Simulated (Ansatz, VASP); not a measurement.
**Li2O in VASP and in Ansatz**

```xyz
3
Lattice="0.0000 2.2654 2.2654 2.2654 0.0000 2.2654 2.2654 2.2654 0.0000" Properties=species:S:1:pos:R:3 pbc="T T T"
O     0.0000    0.0000    0.0000
Li    1.1327    1.1327    1.1327
Li    3.3981    3.3981    3.3981
```

Alike in both runs: task single point; functional PBE; k mesh 8 × 8 × 8; no spin polarisation.

|  | VASP | Ansatz |
| --- | --- | --- |
| version | VASP 6.6.1 | Ansatz 0.2.0 |
| potentials or method | VASP PAW PBE potentials, release 64 (O, Li_sv) | plane waves, PAW |
| plane-wave cutoff (eV) | 750 | 420 |
| occupations | gaussian, width 0.01 eV | fixed |
| valence electrons in the cell | 12 | 12 |

Ansatz gave:

```
gap on the k mesh at the Fermi level (eV) : 5.10
pressure (GPa)                            : 5.6
```

Question: What did VASP give for the same quantities?

Answer: gap on the k mesh at the Fermi level (eV): 5.09; pressure (GPa): 5.4.
